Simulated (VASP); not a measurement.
# SrGa3 (Pm-3m) in VASP: a series of runs

SrGa3 is run at these levels: PBE+D3(BJ), PBEsol; tasks: single point.

Everything below comes from runs of VASP 6.6.1. Logs are shortened: lines on timing, memory, paths and dates and some standing lists are left out, and cuts for length are marked.

### 1 The cell of the first run

It takes space group Pm-3m (No. 221, cubic). Conventional cell: a = 4.528 Å, b = 4.528 Å, c = 4.528 Å, α = 90.00°, β = 90.00°, γ = 90.00°. Within 4.2 Å of Sr (site symmetry m-3m) lie 12 Ga at 3.20 Å. Ga (site symmetry 4/mmm) has 4 Sr at 3.20 Å and 8 Ga at 3.20 Å within 4.2 Å.

### 2 Single point, PBE+D3(BJ)

File INCAR:

```
PREC = Accurate ; ENCUT = 520
EDIFF = 1E-6 ; ISMEAR = 0
SIGMA = 0.15 ; LREAL = False
LASPH = True ; NELM = 80
ALGO = Normal ; ISIF = 2
LWAVE = False ; LCHARG = False
GGA = PE ; IVDW = 12
NBANDS = 32
```

File KPOINTS:

```
Automatic mesh
0
Gamma
  8 8 8
```

File POSCAR:

```
SrGa3
1.0
    4.5284779453      0.0000000000      0.0000000000
    0.0000000000      4.5284779453      0.0000000000
    0.0000000000      0.0000000000      4.5284779453
Sr Ga
1 3
Direct
    0.0000000000      0.0000000000      0.0000000000
    0.0000000000      0.5000000000      0.5000000000
    0.5000000000      0.5000000000      0.0000000000
    0.5000000000      0.0000000000      0.5000000000
```

Potentials or basis: VASP PAW PBE potentials, release 64 (Sr_sv, Ga_d).

Launch:

```bash
$ cat potpaw_PBE.64/Sr_sv/POTCAR potpaw_PBE.64/Ga_d/POTCAR > POTCAR
$ mpirun -np 1 vasp_std > vasp.out
```

OUTCAR:

```text
PREC = Accurate
   ENCUT = 520
   EDIFF = 1E-6
   ISMEAR = 0
   LREAL = False
   LASPH = True
   NELM = 80
   ISIF = 2
   GGA = PE
   IVDW = 12
 IVDW          = 12

 ion  position               nearest neighbor table
   1  0.000  0.000  0.000-   2 3.20   3 3.20   4 3.20   2 3.20   4 3.20   2 3.20   3 3.20   2 3.20
                             3 3.20   4 3.20   4 3.20   3 3.20
   2  0.000  0.500  0.500-   1 3.20   1 3.20   1 3.20   1 3.20
   3  0.500  0.500  0.000-   1 3.20   1 3.20   1 3.20   1 3.20
   4  0.500  0.000  0.500-   1 3.20   1 3.20   1 3.20   1 3.20

  LATTYP: Found a simple cubic cell.
 ALAT       =     4.5284779453

  Lattice vectors:

 A1 = (   4.5284779453,   0.0000000000,   0.0000000000)
 A2 = (   0.0000000000,   4.5284779453,   0.0000000000)
 A3 = (   0.0000000000,   0.0000000000,   4.5284779453)

Analysis of symmetry for initial positions (statically):
=====================================================================
 Subroutine PRICEL returns:
 Original cell was already a primitive cell.

 Routine SETGRP: Setting up the symmetry group for a
 simple cubic supercell.

 Subroutine GETGRP returns: Found 48 space group operations
 (whereof 48 operations were pure point group operations)
 out of a pool of 48 trial point group operations.

The static configuration has the point symmetry O_h .

Analysis of symmetry for dynamics (positions and initial velocities):
=====================================================================
 Subroutine PRICEL returns:
 Original cell was already a primitive cell.

 Routine SETGRP: Setting up the symmetry group for a
 simple cubic supercell.

 Subroutine GETGRP returns: Found 48 space group operations
 (whereof 48 operations were pure point group operations)
 out of a pool of 48 trial point group operations.

The dynamic configuration has the point symmetry O_h .

 Subroutine INISYM returns: Found 48 space group operations
 (whereof 48 operations are pure point group operations),
 and found     1 'primitive' translations

----------------------------------------------------------------------------------------

                                     Primitive cell

  volume of cell :      92.8660

  direct lattice vectors                    reciprocal lattice vectors
     4.528477945  0.000000000  0.000000000     0.220824748  0.000000000  0.000000000
     0.000000000  4.528477945  0.000000000     0.000000000  0.220824748  0.000000000
     0.000000000  0.000000000  4.528477945     0.000000000  0.000000000  0.220824748

  length of vectors
     4.528477945  4.528477945  4.528477945     0.220824748  0.220824748  0.220824748

  position of ions in fractional coordinates (direct lattice)
     0.000000000  0.000000000  0.000000000
     0.000000000  0.500000000  0.500000000
     0.500000000  0.500000000  0.000000000
     0.500000000  0.000000000  0.500000000

  ion indices of the primitive-cell ions
   primitive index   ion index
                 1           1
                 2           2
                 3           3
                 4           4

----------------------------------------------------------------------------------------

 KPOINTS: Automatic mesh

Automatic generation of k-mesh.
 Grid dimensions read from file:
 generate k-points for:    8    8    8

 Generating k-lattice:

  Cartesian coordinates                     Fractional coordinates (reciprocal lattice)
     0.027603093  0.000000000  0.000000000     0.125000000  0.000000000  0.000000000
     0.000000000  0.027603093  0.000000000     0.000000000  0.125000000  0.000000000
     0.000000000  0.000000000  0.027603093     0.000000000  0.000000000  0.125000000

  Length of vectors
     0.027603093  0.027603093  0.027603093

  Shift w.r.t. Gamma in fractional coordinates (k-lattice)
     0.000000000  0.000000000  0.000000000

 Subroutine IBZKPT returns following result:
 ===========================================

 Found     35 irreducible k-points:

 Following reciprocal coordinates:
            Coordinates               Weight
  0.000000  0.000000  0.000000      1.000000
  0.125000  0.000000  0.000000      6.000000
  0.250000  0.000000  0.000000      6.000000
  0.375000  0.000000  0.000000      6.000000
  0.500000  0.000000  0.000000      3.000000
  0.125000  0.125000  0.000000     12.000000
[... 16 lines left out ...]
  0.375000  0.375000  0.125000     24.000000
  0.500000  0.375000  0.125000     24.000000
 [... further k-points ...]
   k-points           NKPTS =     35   k-points in BZ     NKDIM =     35   number of bands    NBANDS=     32
   number of dos      NEDOS =    301   number of ions     NIONS =      4
   total plane-waves  NPLWV =  46656
   dimension x,y,z NGX =    36 NGY =   36 NGZ =   36
   dimension x,y,z NGXF=    72 NGYF=   72 NGZF=   72
   ions per type =               1   3
   NGX,Y,Z   is equivalent  to a cutoff of  13.22, 13.22, 13.22 a.u.
   NGXF,Y,Z  is equivalent  to a cutoff of  26.43, 26.43, 26.43 a.u.
 SYSTEM =  unknown system
   PREC   = accura    normal or accurate (medium, high low for compatibility)
   ISTART =      0    job   : 0-new  1-cont  2-samecut
   ICHARG =      2    charge: 1-file 2-atom 10-const
   ISPIN  =      1    spin polarized calculation?
   LNONCOLLINEAR =      F non collinear calculations
   LSORBIT =      F    spin-orbit coupling
   LASPH  =      T    aspherical Exc in radial PAW
   ENCUT  =  520.0 eV  38.22 Ry    6.18 a.u.   8.42  8.42  8.42*2*pi/ulx,y,z
   NELM   =     80;   NELMIN=  2; NELMDL= -5     # of ELM steps
   EDIFF  = 0.1E-05   stopping-criterion for ELM
   LREAL  =      F    real-space projection
[... 7 lines left out ...]
   TEBEG  =    0.0;   TEEND  =   0.0 temperature during run
   PSTRESS=    0.0 pullay stress
   NELECT =      49.0000    total number of electrons
   NUPDOWN=      -1.0000    fix difference up-down
   EMIN   =  10.00;   EMAX   =-10.00  energy-range for DOS
   EFERMI =   0.00;   METHOD = LEGACY
   ISMEAR =     0;   SIGMA  =   0.15  broadening in eV -4-tet -1-fermi 0-gaus
   EFERMI_NEDOS =   21; number of points for ismear=-14 and -15
   IALGO  =     38    algorithm
   IMIX   =      4    mixing-type and parameters
     AMIX     =   0.40;   BMIX     =  1.00
     AMIX_MAG =   1.60;   BMIX_MAG =  1.00
  volume/ion in A,a.u.               =      23.22       156.67
  Fermi-wavevector in a.u.,A,eV,Ry     =   1.322882  2.499885 23.810441  1.750018
  Thomas-Fermi vector in A             =   2.452531
   LORBIT       =      0    0 simple, 1 ext, 2 COOP (PROOUT), +10 PAW based schemes
   GGA     = PE    functional components
   LHFCALC =     F    Hartree Fock is set to
   AEXX    =    0.0000 exact exchange contribution
   IVDW    =    12    specifies the selected vdW correction
   LEPSILON=     F    determine dielectric tensor
   LRPA    =     F    only Hartree local field effects (RPA)
 non-spin polarized calculation
 Gauss-broadening in eV      SIGMA  =   0.15
  energy-cutoff  :      520.00
  volume of cell :       92.87
 maximum number of plane-waves:      2522
 NGX is ok and might be reduce to    36
   NGX = 17   NGY = 17   NGZ = 17

 number of electron      49.0000050 magnetization

 Free energy of the ion-electron system (eV)
  ---------------------------------------------------
  ext. energy  EPLUGINS =         0.00000000
  ---------------------------------------------------
  free energy    TOTEN  =       -11.19561681 eV

  energy without entropy =      -11.17009549  energy(sigma->0) =      -11.18285615

 E-fermi :   4.0579     XC(G=0): -10.1565

 val. band max:        4.0510310240   @ k =   0.5000   0.5000   0.1250
 cond. band min:       4.1317512228   @ k =   0.3750   0.2500   0.0000
 fundamental gap:      0.0807201988
 Fermi energy:         4.0578513944

 k-point     1 :       0.0000    0.0000    0.0000
  band No.  band energies     occupation
      1     -30.6449      2.00000
      2     -12.7697      2.00000
      3     -12.7697      2.00000
      4     -12.7697      2.00000
      5     -10.6782      2.00000
      6     -10.6782      2.00000
[... 24 lines left out ...]
     31       8.0261      0.00000
     32       8.0261      0.00000

 k-point     2 :       0.1250    0.0000    0.0000
  band No.  band energies     occupation
      1     -30.6445      2.00000
      2     -12.7909      2.00000
      3     -12.7714      2.00000
      4     -12.7714      2.00000
      5     -10.6764      2.00000
      6     -10.6699      2.00000
[... 24 lines left out ...]
     31       8.5900      0.00000
     32       9.2396      0.00000

 k-point     3 :       0.2500    0.0000    0.0000
  band No.  band energies     occupation
      1     -30.6433      2.00000
      2     -12.8409      2.00000
      3     -12.7755      2.00000
      4     -12.7755      2.00000
      5     -10.6718      2.00000
      6     -10.6468      2.00000
[... 24 lines left out ...]
     31       9.1288      0.00000
     32      10.0529      0.00000

 k-point     4 :       0.3750    0.0000    0.0000
  band No.  band energies     occupation
      1     -30.6422      2.00000
      2     -12.8895      2.00000
      3     -12.7795      2.00000
      4     -12.7795      2.00000
      5     -10.6667      2.00000
      6     -10.6200      2.00000
[... 24 lines left out ...]
     31       9.2494      0.00000
     32       9.4392      0.00000

 k-point     5 :       0.5000    0.0000    0.0000
  band No.  band energies     occupation
      1     -30.6417      2.00000
      2     -12.9093      2.00000
      3     -12.7812      2.00000
      4     -12.7812      2.00000
      5     -10.6645      2.00000
      6     -10.6044      2.00000
[... 584 lines left out ...]
     31       9.3446      0.00000
     32       9.5478      0.00000

 k-point    22 :       0.5000    0.2500    0.1250
  band No.  band energies     occupation
      1     -30.6398      2.00000
      2     -12.8886      2.00000
      3     -12.8292      2.00000
      4     -12.7948      2.00000
      5     -10.6412      2.00000
      6     -10.6158      2.00000
[... 24 lines left out ...]
     31       9.5130      0.00000
     32       9.5800      0.00000

 k-point    23 :       0.3750    0.3750    0.1250
  band No.  band energies     occupation
      1     -30.6392      2.00000
      2     -12.8690      2.00000
      3     -12.8582      2.00000
      4     -12.7960      2.00000
      5     -10.6327      2.00000
      6     -10.6244      2.00000
[... 24 lines left out ...]
     31       9.2572      0.00000
     32      10.2368      0.00000

 k-point    24 :       0.5000    0.3750    0.1250
  band No.  band energies     occupation
      1     -30.6388      2.00000
      2     -12.8772      2.00000
      3     -12.8598      2.00000
      4     -12.7967      2.00000
      5     -10.6240      2.00000
      6     -10.6207      2.00000
[... 24 lines left out ...]
     31       9.3671      0.00000
     32      10.2823      0.00000

 [... further k-points ...]

------------------------ aborting loop because EDIFF is reached ----------------------------------------

 Edisp (eV)   -1.17976

 E8    (eV) :    -0.5814

  FORCE on cell =-STRESS in cart. coord.  units (eV):
  Direction    XX          YY          ZZ          XY          YZ          ZX
  --------------------------------------------------------------------------------------
  -------------------------------------------------------------------------------------
  Total      -1.12102    -1.12102    -1.12102     0.00000     0.00000    -0.00000
  in kB     -19.34055   -19.34055   -19.34055     0.00000     0.00000    -0.00000
  external pressure =      -19.34 kB  Pullay stress =        0.00 kB

 VOLUME and BASIS-vectors are now :
 -----------------------------------------------------------------------------
  energy-cutoff  :      520.00
  volume of cell :       92.87
      direct lattice vectors                 reciprocal lattice vectors
     4.528477945  0.000000000  0.000000000     0.220824748  0.000000000  0.000000000
     0.000000000  4.528477945  0.000000000     0.000000000  0.220824748  0.000000000
     0.000000000  0.000000000  4.528477945     0.000000000  0.000000000  0.220824748

 POSITION                                       TOTAL-FORCE (eV/Angst)
 -----------------------------------------------------------------------------------
      0.00000      0.00000      0.00000         0.000000      0.000000      0.000000
      0.00000      2.26424      2.26424         0.000000      0.000000      0.000000
      2.26424      2.26424      0.00000         0.000000      0.000000      0.000000
      2.26424      0.00000      2.26424         0.000000      0.000000      0.000000
 -----------------------------------------------------------------------------------
    total drift:                                0.000000      0.000000      0.000000

  FREE ENERGIE OF THE ION-ELECTRON SYSTEM (eV)
  ---------------------------------------------------
  free  energy   TOTEN  =       -12.3753773909 eV

  energy  without entropy=      -12.3498560712  energy(sigma->0) =      -12.36261673
```

Run time: 32 s. Hardware: 1 thread of Intel Xeon 6975P-C (Granite Rapids), shared host; peak memory 0.26 GiB.

Results:

```
Free energy                : -12.3754 eV
Pressure                   : -1.9 GPa
Band gap on the k mesh     : zero (an odd number of electrons rules out a gap without spin polarisation)
Dispersion energy per atom : -0.295 eV
```

### 3 Single point, PBEsol

File INCAR:

```
PREC = Accurate
ENCUT = 520
EDIFF = 1E-7
ISMEAR = 0
SIGMA = 0.05
LREAL = F
LASPH = T
NELM = 80
ALGO = Fast
ISIF = 2
LWAVE = F
LCHARG = F
GGA = PS
NBANDS = 32
```

File KPOINTS:

```
regular mesh
0
Gamma
  8 8 8
```

POSCAR is that of step 2.

Potentials or basis: VASP PAW PBE potentials, release 64 (Sr_sv, Ga_d).

Launch:

```bash
$ cat potpaw_PBE.64/Sr_sv/POTCAR potpaw_PBE.64/Ga_d/POTCAR > POTCAR
$ mpirun -np 1 vasp_std > vasp.out
```

Run time: 1.8 min. Hardware: 1 thread of Intel Xeon 6975P-C (Granite Rapids), shared host; peak memory 0.26 GiB.

The run converged. Its results:

```yaml
Free_energy: -12.7051 eV
Pressure: -2.6 GPa
Band_gap_on_the_k_mesh: zero (an odd number of electrons rules out a gap without spin polarisation)
```

Levels at points of the mesh, in eV from the Fermi level:
| k point | band 22 | band 23 | band 24 | band 25 | band 26 | band 27 | band 28 | band 29 |
| --- | --- | --- | --- | --- | --- | --- | --- | --- |
| (0.00, 0.00, 0.00) | -3.27 | -0.88 | -0.88 | -0.88 | 3.69 | 3.88 | 3.89 | 3.89 |
| (0.50, 0.00, 0.00) | -2.37 | -0.77 | -0.77 | -0.19 | 1.85 | 1.85 | 2.40 | 2.68 |
| (0.50, 0.50, 0.00) | -5.33 | -2.83 | 0.50 | 0.50 | 1.31 | 1.91 | 2.64 | 2.64 |
| (0.50, 0.50, 0.50) | -5.21 | -3.05 | -1.42 | -1.42 | -1.42 | 3.58 | 5.66 | 5.66 |

Caveat: the PAW data sets were made with another functional, which shifts forces and pressure a little.
